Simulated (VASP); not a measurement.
# LiNbO3 (R3c) in VASP: further runs

Runs on LiNbO3. Level: PBE. Tasks: single point.

Everything below comes from runs of VASP 6.6.1. Logs are shortened: lines on timing, memory, paths and dates and some standing lists are left out, and cuts for length are marked.

## 1. The cell of the first run

It takes space group R3c (No. 161, trigonal). Conventional cell: a = 5.160 Å, b = 5.160 Å, c = 13.496 Å, α = 90.00°, β = 90.00°, γ = 120.00°. Within 2.7 Å of Li (site symmetry 3) lie 6 O at 2.06 to 2.22 Å. Within 2.5 Å of Nb (site symmetry 3) lie 6 O at 1.86 to 2.12 Å. Within 2.5 Å of O (site symmetry 1) lie 2 Nb at 1.86 to 2.12 Å and 2 Li at 2.06 to 2.22 Å.

## 2. Single point, PBE (10.38 Å³/atom)

INCAR reads:

```
  PREC = Accurate
  ENCUT = 520
  EDIFF = 1E-6
  ISMEAR = 0
  SIGMA = 0.05
  LREAL = F
  LASPH = T
  NELM = 100
  ALGO = Normal
  ISIF = 2
  LWAVE = F
  LCHARG = F
  GGA = PE
  NBANDS = 45
```

KPOINTS reads:

```
Automatic mesh
0
Gamma
  6 6 6
```

POSCAR reads:

```
LiNbO3
1.0
    2.5802140903      1.4896872996      4.4986892735
   -2.5802140903      1.4896872996      4.4986892735
    0.0000000000     -2.9793745991      4.4986892735
Li Nb O
2 2 6
Direct
    0.2815913687      0.2815913687      0.2815913687
    0.7815913687      0.7815913687      0.7815913687
    0.0004900497      0.0004900497      0.0004900497
    0.5004900497      0.5004900497      0.5004900497
    0.1104619503      0.3580262714      0.7211003599
    0.7211003599      0.1104619503      0.3580262714
    0.3580262714      0.7211003599      0.1104619503
    0.2211003599      0.8580262714      0.6104619503
    0.8580262714      0.6104619503      0.2211003599
    0.6104619503      0.2211003599      0.8580262714
```

Potentials or basis: VASP PAW PBE potentials, release 64 (Li_sv, Nb_sv, O).

Command:

```console
> cat potpaw_PBE.64/Li_sv/POTCAR potpaw_PBE.64/Nb_sv/POTCAR potpaw_PBE.64/O/POTCAR > POTCAR
> mpirun -np 1 vasp_std > vasp.out
```

OUTCAR:

```text
PREC = Accurate
   ENCUT = 520
   EDIFF = 1E-6
   ISMEAR = 0
   LREAL = F
   LASPH = T
   NELM = 100
   ISIF = 2
   GGA = PE

 ion  position               nearest neighbor table
   1  0.282  0.282  0.282-  10 2.06   8 2.06   9 2.06   5 2.22   7 2.22   6 2.22
   2  0.782  0.782  0.782-   6 2.06   7 2.06   5 2.06   9 2.22   8 2.22  10 2.22
   3  0.000  0.000  0.000-   6 1.86   5 1.86   7 1.86   8 2.12   9 2.12  10 2.12
   4  0.500  0.500  0.500-  10 1.86   9 1.86   8 1.86   7 2.12   5 2.12   6 2.12
   5  0.110  0.358  0.721-   3 1.86   2 2.06   4 2.12   1 2.22
   6  0.721  0.110  0.358-   3 1.86   2 2.06   4 2.12   1 2.22
   7  0.358  0.721  0.110-   3 1.86   2 2.06   4 2.12   1 2.22
   8  0.221  0.858  0.610-   4 1.86   1 2.06   3 2.12   2 2.22
   9  0.858  0.610  0.221-   4 1.86   1 2.06   3 2.12   2 2.22
  10  0.610  0.221  0.858-   4 1.86   1 2.06   3 2.12   2 2.22

  LATTYP: Found a trigonal (rhomboedric) cell.
 ALAT       =     5.3958204364
 COS(alpha) =     0.5426733569

  Lattice vectors:

 A1 = (   2.5802140903,   1.4896872996,   4.4986892735)
 A2 = (  -2.5802140903,   1.4896872996,   4.4986892735)
 A3 = (   0.0000000000,  -2.9793745991,   4.4986892735)

Analysis of symmetry for initial positions (statically):
=====================================================================
 Subroutine PRICEL returns:
 Original cell was already a primitive cell.

 Routine SETGRP: Setting up the symmetry group for a
 trigonal (rhombohedral) supercell.

 Subroutine GETGRP returns: Found  6 space group operations
 (whereof  3 operations were pure point group operations)
 out of a pool of 12 trial point group operations.

The static configuration has the point symmetry C_3 .
 The point group associated with its full space group is C_3v.

Analysis of symmetry for dynamics (positions and initial velocities):
=====================================================================
 Subroutine PRICEL returns:
 Original cell was already a primitive cell.

 Routine SETGRP: Setting up the symmetry group for a
 trigonal (rhombohedral) supercell.

 Subroutine GETGRP returns: Found  6 space group operations
 (whereof  3 operations were pure point group operations)
 out of a pool of 12 trial point group operations.

The dynamic configuration has the point symmetry C_3 .
 The point group associated with its full space group is C_3v.

 Subroutine INISYM returns: Found  6 space group operations
[... 119 lines left out ...]
   ISIF   =      2    stress and relaxation
   ISYM   =      2    0-nonsym 1-usesym 2-fastsym
   POTIM  = 0.5000    time-step for ionic-motion
   TEBEG  =    0.0;   TEEND  =   0.0 temperature during run
   PSTRESS=    0.0 pullay stress
   NELECT =      68.0000    total number of electrons
   NUPDOWN=      -1.0000    fix difference up-down
   EMIN   =  10.00;   EMAX   =-10.00  energy-range for DOS
   EFERMI =   0.00;   METHOD = LEGACY
   ISMEAR =     0;   SIGMA  =   0.05  broadening in eV -4-tet -1-fermi 0-gaus
   EFERMI_NEDOS =   21; number of points for ismear=-14 and -15
   IALGO  =     38    algorithm
   IMIX   =      4    mixing-type and parameters
     AMIX     =   0.40;   BMIX     =  1.00
     AMIX_MAG =   1.60;   BMIX_MAG =  1.00
  volume/ion in A,a.u.               =      10.38        70.01
  Fermi-wavevector in a.u.,A,eV,Ry     =   1.422051  2.687286 27.514087  2.022228
  Thomas-Fermi vector in A             =   2.542796
   LORBIT       =      0    0 simple, 1 ext, 2 COOP (PROOUT), +10 PAW based schemes
   GGA     = PE    functional components
   LHFCALC =     F    Hartree Fock is set to
   AEXX    =    0.0000 exact exchange contribution
   IVDW    =     0    specifies the selected vdW correction
   LEPSILON=     F    determine dielectric tensor
   LRPA    =     F    only Hartree local field effects (RPA)
 non-spin polarized calculation
 Gauss-broadening in eV      SIGMA  =   0.05
  energy-cutoff  :      520.00
  volume of cell :      103.75
 maximum number of plane-waves:      2818
   NGX = 21   NGY = 21   NGZ = 21

 number of electron      67.9999998 magnetization

 Free energy of the ion-electron system (eV)
  ---------------------------------------------------
  ext. energy  EPLUGINS =         0.00000000
  ---------------------------------------------------
  free energy    TOTEN  =       -79.85956813 eV

  energy without entropy =      -79.85956813  energy(sigma->0) =      -79.85956813

 E-fermi :   4.1313     XC(G=0): -10.9189

 val. band max:        3.7556450713   @ k =   0.1667   0.1667   0.1667
 cond. band min:       7.5085251843   @ k =   0.5000   0.3333   0.0000
 fundamental gap:      3.7528801130
 Fermi energy:         4.1312864106

 k-point     1 :       0.0000    0.0000    0.0000
  band No.  band energies     occupation
      1     -50.2593      2.00000
      2     -50.2415      2.00000
      3     -38.8230      2.00000
      4     -38.8201      2.00000
      5     -26.6259      2.00000
      6     -26.6259      2.00000
[... 1141 lines left out ...]
     44      13.5994      0.00000
     45      14.3792      0.00000

 [... further k-points ...]

------------------------ aborting loop because EDIFF is reached ----------------------------------------

  FORCE on cell =-STRESS in cart. coord.  units (eV):
  Direction    XX          YY          ZZ          XY          YZ          ZX
  --------------------------------------------------------------------------------------
  -------------------------------------------------------------------------------------
  Total        5.5128657      5.5128657      7.9008782      0.0000000      0.0000000      0.0000000
  in kB       85.1333831     85.1333831    122.0106794      0.0000000      0.0000000      0.0000000
  external PRESSURE =      97.4258152 kB  Pullay stress =       0.0000000 kB

 VOLUME and BASIS-vectors are now :
 -----------------------------------------------------------------------------
  energy-cutoff  :      520.00
  volume of cell :      103.75
      direct lattice vectors                 reciprocal lattice vectors
     2.580214090  1.489687300  4.498689274     0.193782369  0.111880303  0.074095656
    -2.580214090  1.489687300  4.498689274    -0.193782369  0.111880303  0.074095656
     0.000000000 -2.979374599  4.498689274     0.000000000 -0.223760606  0.074095656

 POSITION                                       TOTAL-FORCE (eV/Angst)
 -----------------------------------------------------------------------------------
      0.00000      0.00000      3.80038        -0.000000     -0.000000     -0.053455
      0.00000      0.00000     10.54841        -0.000000     -0.000000     -0.053455
      0.00000      0.00000      0.00661        -0.000000     -0.000000     -0.427126
      0.00000      0.00000      6.75465        -0.000000     -0.000000     -0.427126
     -0.63877     -1.45053      5.35159        -0.333199      0.444255      0.160194
      1.57558      0.17207      5.35159        -0.218136     -0.510686      0.160194
     -0.93681      1.27845      5.35159         0.551335      0.066431      0.160194
     -1.64341     -0.21123      7.60093        -0.551335      0.066431      0.160194
      0.63877      1.52885      7.60093         0.333199      0.444255      0.160194
      1.00464     -1.31761      7.60093         0.218136     -0.510686      0.160194
 -----------------------------------------------------------------------------------
    total drift:                               -0.000000      0.000000     -0.000427

  FREE ENERGIE OF THE ION-ELECTRON SYSTEM (eV)
  ---------------------------------------------------
  free  energy   TOTEN  =       -79.8595681264 eV

  energy  without entropy=      -79.8595681264  energy(sigma->0) =      -79.85956813
```

OSZICAR:

```text
N       E                     dE             d eps       ncg     rms          rms(c)
DAV:   1     0.728362778043E+03    0.72836E+03   -0.37056E+04  2880   0.160E+03
DAV:   2    -0.312082380962E+02   -0.75957E+03   -0.73486E+03  3630   0.547E+02
DAV:   3    -0.917710318762E+02   -0.60563E+02   -0.59998E+02  4200   0.143E+02
DAV:   4    -0.972948803647E+02   -0.55238E+01   -0.55088E+01  5088   0.394E+01
DAV:   5    -0.975472349208E+02   -0.25235E+00   -0.25226E+00  4377   0.623E+00    0.279E+01
DAV:   6    -0.798066584591E+02    0.17741E+02   -0.74937E+01  4160   0.537E+01    0.909E+00
DAV:   7    -0.798281139288E+02   -0.21455E-01   -0.72408E+00  4488   0.152E+01    0.564E+00
DAV:   8    -0.798499454285E+02   -0.21831E-01   -0.79779E-01  4560   0.589E+00    0.151E+00
DAV:   9    -0.798537548119E+02   -0.38094E-02   -0.90372E-02  4213   0.219E+00    0.891E-01
DAV:  10    -0.798593511113E+02   -0.55963E-02   -0.26019E-02  3710   0.110E+00    0.929E-02
DAV:  11    -0.798594756190E+02   -0.12451E-03   -0.23613E-03  4490   0.258E-01    0.670E-02
DAV:  12    -0.798595463110E+02   -0.70692E-04   -0.11086E-04  4240   0.645E-02    0.259E-02
DAV:  13    -0.798595682508E+02   -0.21940E-04   -0.42575E-05  3641   0.576E-02    0.139E-02
DAV:  14    -0.798595681264E+02    0.12433E-06   -0.31579E-06  3307   0.122E-02
   1 F= -.79859568E+02 E0= -.79859568E+02  d E =-.160636E-27
```

stdout:

```text
POSCAR found type information on POSCAR LiNbO
 POSCAR found :  3 types and      10 ions
 scaLAPACK will be used
 LDA part: xc-table for (Slater+PW92), standard interpolation
 POSCAR, INCAR and KPOINTS ok, starting setup
 FFT: planning ... GRIDC
 FFT: planning ... GRID_SOFT
 FFT: planning ... GRID
 WAVECAR not read
 entering main loop
```

It took 94 s on 1 thread of AMD EPYC 9R45 (Zen 5), shared host; peak memory 0.27 GiB.

What came out:

```
Free energy            : -79.8596 eV
Largest force          : 0.578 eV/Å
Band gap on the k mesh : 3.75 eV (least direct gap 3.81 eV)
```

Forces on the atoms (eV/Å):
```
Li   0.000  0.000 -0.053
Li   0.000  0.000 -0.053
Nb   0.000  0.000 -0.427
Nb   0.000  0.000 -0.427
O   -0.333  0.444  0.160
O   -0.218 -0.511  0.160
O    0.551  0.066  0.160
O   -0.551  0.066  0.160
O    0.333  0.444  0.160
O    0.218 -0.511  0.160
```

Caveat: the cutoff is under 1.25 times the usual one of these potentials, so pressure, stress and relaxed cells hold a basis-set (Pulay) error. A k mesh can miss the band edges.

## 3. Single point, PBE (10.37 Å³/atom)

INCAR reads:

```
PREC = Accurate
ENCUT = 520
EDIFF = 1E-6
ISMEAR = 0
SIGMA = 0.05
LREAL = F
LASPH = T
NELM = 100
ALGO = Normal
ISIF = 2
LWAVE = F
LCHARG = T
GGA = PE
LELF = T
LVHAR = T
NBANDS = 45
```

KPOINTS is that of step 2.

POSCAR: that of step 2 with these lines changed.

```diff
@@ -2,5 +2,5 @@
 1.0
-    2.5802140903      1.4896872996      4.4986892735
-   -2.5802140903      1.4896872996      4.4986892735
-    0.0000000000     -2.9793745991      4.4986892735
+    2.5256472718      1.4581831323      4.6951782783
+   -2.5256472718      1.4581831323      4.6951782783
+    0.0000000000     -2.9163662645      4.6951782784
 Li Nb O
```

Potentials or basis: VASP PAW PBE potentials, release 64 (Li_sv, Nb_sv, O).

Command:

```console
> cat potpaw_PBE.64/Li_sv/POTCAR potpaw_PBE.64/Nb_sv/POTCAR potpaw_PBE.64/O/POTCAR > POTCAR
> mpirun -np 1 vasp_std > vasp.out
```

It took 1.9 min on 1 thread of AMD EPYC 9R45 (Zen 5), shared host; peak memory 0.28 GiB.

The run converged. Its results:

* Free energy: -79.8116 eV
* Largest force: 0.826 eV/Å
* Band gap on the k mesh: 3.79 eV (least direct gap 3.80 eV)

Forces in eV/Å, atoms in the order of the input:
```
Li   0.000  0.000  0.049
Li   0.000  0.000  0.049
Nb   0.000  0.000 -0.728
Nb   0.000  0.000 -0.728
O   -0.535  0.586  0.226
O   -0.240 -0.757  0.226
O    0.776  0.170  0.226
O   -0.776  0.170  0.226
O    0.535  0.586  0.226
O    0.240 -0.757  0.226
```

Levels at points of the mesh, in eV from the valence-band top:
```
           k point  band 32  band 33  band 34  band 35  band 36  band 37
(0.00, 0.00, 0.00)    -0.50     0.00     0.00     3.80     3.80     4.41
(0.50, 0.00, 0.00)    -0.35    -0.23    -0.23     4.08     4.08     4.96
(0.50, 0.50, 0.00)    -0.61    -0.47    -0.19     3.91     4.36     4.80
(0.50, 0.50, 0.50)    -0.30    -0.30    -0.30     4.95     4.95     5.09
```

Caveat: the cutoff is under 1.25 times the usual one of these potentials, so pressure, stress and relaxed cells hold a basis-set (Pulay) error. A k mesh can miss the band edges.

## 4. Single point, PBE (10.55 Å³/atom)

This run uses another cell than the first one, of 10.55 Å³/atom.

INCAR reads:

```
SYSTEM = LiNbO3
PREC     = Accurate       ! precision mode
ENCUT    = 520            ! plane-wave cutoff, eV
EDIFF    = 1E-6           ! SCF threshold, eV
ISMEAR   = 0              ! smearing method
SIGMA    = 0.05           ! smearing width, eV
LREAL    = .FALSE.        ! projectors in reciprocal space
LASPH    = .TRUE.         ! aspherical terms in the spheres
NELM     = 100            ! most SCF steps
ALGO     = Normal         ! electronic algorithm
ISIF     = 2              ! what is computed and relaxed
LWAVE    = .FALSE.        ! write WAVECAR
LCHARG   = .FALSE.        ! write CHGCAR
GGA      = PE             ! functional
NBANDS   = 45             ! bands
```

KPOINTS reads:

```
Automatic mesh
0
G
  6 6 6
  0 0 0
```

POSCAR: that of step 3 with these lines changed.

```diff
@@ -2,5 +2,5 @@
 1.0
-    2.5256472718      1.4581831323      4.6951782783
-   -2.5256472718      1.4581831323      4.6951782783
-    0.0000000000     -2.9163662645      4.6951782784
+    2.5808008526      1.4900260670      4.5724908972
+   -2.5808008526      1.4900260670      4.5724908972
+    0.0000000000     -2.9800521339      4.5724908973
 Li Nb O
```

Command:

```console
> cat potpaw_PBE.64/Li_sv/POTCAR potpaw_PBE.64/Nb_sv/POTCAR potpaw_PBE.64/O/POTCAR > POTCAR
> mpirun -np 1 vasp_std > vasp.out
```

Wall time 2 min (1 thread of AMD EPYC 9R45 (Zen 5), shared host); peak memory 0.29 GiB.

Results (log left out):

| Property | Result |
| --- | --- |
| Free energy | -79.9681 eV |
| Largest force | 0.398 eV/Å |
| Band gap on the k mesh | 3.70 eV (least direct gap 3.73 eV) |

Forces on the atoms (eV/Å):
```
Li   0.000  0.000 -0.021
Li   0.000  0.000 -0.021
Nb   0.000  0.000 -0.333
Nb   0.000  0.000 -0.333
O   -0.228  0.304  0.118
O   -0.149 -0.350  0.118
O    0.377  0.045  0.118
O   -0.377  0.045  0.118
O    0.228  0.304  0.118
O    0.149 -0.350  0.118
```

Levels at points of the mesh, in eV from the valence-band top:
```tsv
k point	band 31	band 32	band 33	band 34	band 35	band 36	band 37	band 38
(0.00, 0.00, 0.00)	-0.65	-0.47	-0.01	-0.01	3.72	3.72	4.14	5.29
(0.50, 0.00, 0.00)	-0.28	-0.28	-0.20	-0.20	3.99	3.99	4.82	4.82
(0.50, 0.50, 0.00)	-0.68	-0.64	-0.48	-0.20	3.80	4.25	4.73	4.76
(0.50, 0.50, 0.50)	-0.33	-0.33	-0.33	-0.33	4.70	4.70	4.96	4.96
```

Caveat: the cutoff is under 1.25 times the usual one of these potentials, so pressure, stress and relaxed cells hold a basis-set (Pulay) error.

## 5. Single point, PBE (10.55 Å³/atom)

This run uses another cell than the first one, of 10.55 Å³/atom.

INCAR reads:

```
PREC = Accurate ; ENCUT = 520
EDIFF = 1E-6 ; ISMEAR = 0
SIGMA = 0.05 ; LREAL = False
LASPH = True ; NELM = 60
ALGO = Normal ; ISIF = 2
LWAVE = False ; LCHARG = False
GGA = PE ; NBANDS = 45
```

KPOINTS reads:

```
Automatic mesh
0
Gamma
  6 6 6
```

POSCAR: that of step 4 with these lines changed.

```diff
@@ -2,5 +2,5 @@
 1.0
-    2.5808008526      1.4900260670      4.5724908972
-   -2.5808008526      1.4900260670      4.5724908972
-    0.0000000000     -2.9800521339      4.5724908973
+    2.5262220252      1.4585149663      4.7722018204
+   -2.5262220252      1.4585149663      4.7722018204
+    0.0000000000     -2.9170299325      4.7722018204
 Li Nb O
```

Command:

```console
> cat potpaw_PBE.64/Li_sv/POTCAR potpaw_PBE.64/Nb_sv/POTCAR potpaw_PBE.64/O/POTCAR > POTCAR
> mpirun -np 1 vasp_std > vasp.out
```

Wall time 2 min (1 thread of AMD EPYC 9R45 (Zen 5), shared host); peak memory 0.28 GiB.

It converged, with:

```yaml
Free_energy: -79.8610 eV
Largest_force: 0.623 eV/Å
Band_gap_on_the_k_mesh: 3.69 eV (least direct gap 3.70 eV)
```

Forces in eV/Å, atoms in the order of the input:
```
Li   0.000  0.000  0.060
Li   0.000  0.000  0.060
Nb   0.000  0.000 -0.549
Nb   0.000  0.000 -0.549
O   -0.424  0.427  0.163
O   -0.158 -0.580  0.163
O    0.581  0.153  0.163
O   -0.581  0.153  0.163
O    0.424  0.427  0.163
O    0.158 -0.580  0.163
```

Levels at points of the mesh, in eV from the valence-band top:
```tsv
k point	band 32	band 33	band 34	band 35	band 36	band 37
(0.00, 0.00, 0.00)	-0.54	0.00	0.00	3.70	3.70	4.36
(0.50, 0.00, 0.00)	-0.38	-0.24	-0.24	3.98	3.98	4.85
(0.50, 0.50, 0.00)	-0.63	-0.50	-0.19	3.82	4.26	4.66
(0.50, 0.50, 0.50)	-0.29	-0.29	-0.29	4.87	4.87	4.96
```

Caveat: the cutoff is under 1.25 times the usual one of these potentials, so pressure, stress and relaxed cells hold a basis-set (Pulay) error. A k mesh can miss the band edges.

(Continued in part 2 of 2.)
